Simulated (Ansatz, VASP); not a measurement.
**Ti4Se in VASP and in Ansatz**

```
CELL_PARAMETERS angstrom
4.64929 0.00000 0.00000
0.00000 4.64929 0.00000
0.00000 0.00000 4.64929
ATOMIC_POSITIONS crystal
Ti 0.00000 0.00000 0.00000
Ti 0.50000 0.50000 0.00000
Ti 0.50000 0.00000 0.50000
Ti 0.00000 0.50000 0.50000
Se 0.50000 0.50000 0.50000
```

Change from the starting cell: species swapped into the Mn4N type (Pm-3m, No. 221).

Alike in both runs: functional PBE; k mesh 8 × 8 × 8; occupations gaussian, width 0.1 eV; collinear spin.

Ansatz relaxed the structure, and its values are those at the end. VASP's run is a single point on that final structure, the one shown.

```csv
,VASP,Ansatz
version,VASP 6.6.1,Ansatz 0.2.0
potentials or method,"VASP PAW PBE potentials, release 64 (Ti_sv, Se), cutoff 520 eV","scalar-relativistic, plane waves, PAW"
valence electrons in the cell,54,64
```

|  | VASP | Ansatz | Ansatz less VASP |
| --- | --- | --- | --- |
| gap on the k mesh at the Fermi level (eV) | none | none | - |
| pressure (GPa) | 0.2 | 0.0 | -0.17 |
| net moment per atom (μB) | 0.00 | 0.00 | -0.002 |

A gap of «none» marks a metal or a gap that the smearing closes. VASP's potentials hold 54 valence electrons a cell and Ansatz's 64, so a difference there can come from the potentials and not from the codes. Ansatz's warnings: seeded moment not kept.
